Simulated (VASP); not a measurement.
A run of VASP 6.6.1 is set up as follows.

INCAR

```
SYSTEM = ScSi2O3
ALGO = Normal
EDIFF = 1E-6
EDIFFG = -0.04
ENCUT = 600
GGA = PE
IBRION = 2
ISIF = 3
ISMEAR = 0
LASPH = .True.
LCHARG = .False.
LREAL = .False.
LWAVE = .False.
NELM = 80
NSW = 90
PREC = Accurate
SIGMA = 0.1
```

The input KPOINTS:

```
k-points
0
Gamma
  6 6 4
  0 0 0
```

File POSCAR:

```
ScSi2O3
1.0
    5.0913810761      0.0000000000      0.0000000000
   -2.5456905381      4.4092653523      0.0000000000
    0.0000000000      0.0000000000      6.7954150273
Sc Si O
2 4 6
Direct
    0.0000000000      0.0000000000      0.0000000000
    0.0000000000      0.0000000000      0.5000000000
    0.6666666667      0.3333333333      0.0782018352
    0.3333333333      0.6666666667      0.9217981648
    0.3333333333      0.6666666667      0.5782018352
    0.6666666667      0.3333333333      0.4217981648
    0.1741915886      0.3483831773      0.7500000000
    0.6516168227      0.8258084114      0.7500000000
    0.1741915886      0.8258084114      0.7500000000
    0.8258084114      0.6516168227      0.2500000000
    0.3483831773      0.1741915886      0.2500000000
    0.8258084114      0.1741915886      0.2500000000
```

Potentials or basis: VASP PAW PBE potentials, release 64 (Sc_sv, Si, O).

The run is started by

```sh
$ cat potpaw_PBE.64/Sc_sv/POTCAR potpaw_PBE.64/Si/POTCAR potpaw_PBE.64/O/POTCAR > POTCAR
$ mpirun -np 1 vasp_std > vasp.out
```

(1) Estimate the space group after relaxing (to 0.1 Å).

(2) Estimate the relaxed volume.

Results:

(1) P6_3/mmc (No. 194).

(2) 12.76 Å³/atom.
